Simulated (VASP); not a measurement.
Set up this calculation in VASP 6.6.1, as the native input.

| Property | Result |
| --- | --- |
| Task | single point |
| Functional | PBEsol |
| Potentials or basis | VASP PAW PBE potentials, release 64 (V_sv, N) |
| Cutoff | 600 eV |
| k mesh | 18 × 18 × 18 |
| Occupations | gaussian, width 0.1 eV |
| Spin | no spin polarisation |
| Dipole correction | no |
| Further INCAR settings | ALGO = Normal; EDIFF = 1e-06; NBANDS = 16 |

The structure of VN lies in POSCAR:

```
VN
1.0
    0.0000000000      2.0364664716      2.0364664716
    2.0364664716      0.0000000000      2.0364664716
    2.0364664716      2.0364664716      0.0000000000
V N
1 1
Direct
    0.5000000000      0.5000000000      0.5000000000
    0.0000000000      0.0000000000      0.0000000000
```

The input as run:

INCAR

```
PREC = Accurate
ENCUT = 600
EDIFF = 1E-6
ISMEAR = 0
SIGMA = 0.1
LREAL = F
LASPH = T
NELM = 120
ALGO = Normal
ISIF = 2
LWAVE = F
LCHARG = T
GGA = PS
LELF = T
LVHAR = T
NBANDS = 16
GGA_COMPAT = F
```

KPOINTS

```
regular mesh
0
Gamma
  18 18 18
```

Potentials or basis: VASP PAW PBE potentials, release 64 (V_sv, N).

Command:

```sh
$ cat potpaw_PBE.64/V_sv/POTCAR potpaw_PBE.64/N/POTCAR > POTCAR
$ mpirun -np 1 vasp_std > vasp.out
```

Results of the run:

| Quantity | Value |
| --- | --- |
| Pressure | 0.5 GPa |
| Band gap on the k mesh | zero (band 9 reaches 13.03 eV, above the bottom of band 10 at 10.75 eV) |

Caveat: the PAW data sets were made with another functional, which shifts forces and pressure a little; the run has no spin polarisation, though such a crystal can be magnetic.

It took 18 s on 1 thread of Intel(R) Xeon(R) 6975P-C (Granite Rapids), on a shared host, peak memory 0.18 GiB.
